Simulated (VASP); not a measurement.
Crystal: Ni.

```
Ni
1.0
     2.27759    0.00000    0.00000
     0.00000    2.27759    0.00000
     0.00000    0.00000    2.27759
Ni
1
Direct
  0.00000 0.00000 0.00000
```

This isn't the form of Ni at room conditions, which is fcc.

| Property | Result |
| --- | --- |
| Program | VASP 6.6.1 |
| Task | relaxation of cell and atoms |
| Functional | LDA |
| Potentials or basis | VASP PAW LDA potentials, release 64 (Ni) |
| Cutoff | 600 eV |
| k mesh | 14 × 14 × 14 |
| Occupations | fermi-dirac, width 0.05 eV |
| Spin | collinear spin, ferromagnetic start |
| Starting moments | [0.8] μB |

At the start: pressure -4.3 GPa; volume 11.81 Å³/atom.

How do energy, volume and symmetry change on relaxing?

Over 3 steps the energy falls by 4.0 meV/atom and the volume is 11.53 Å³/atom (-2.4 %); space group Pm-3m (No. 221, to 0.1 Å) before and after; moment 0.45 μB per cell.

The path:
```csv
step,energy change (eV),largest force (eV/Å),pressure (GPa),volume (Å³)
1,0.0000,0.0000,-4.30,11.81
2,-0.0009,0.0000,4.22,11.28
3,-0.0040,0.0000,-0.02,11.53
```

Final structure:
```
CELL_PARAMETERS angstrom
2.25884 0.00000 0.00000
0.00000 2.25884 0.00000
0.00000 0.00000 2.25884
ATOMIC_POSITIONS crystal
Ni 0.00000 0.00000 0.00000
```
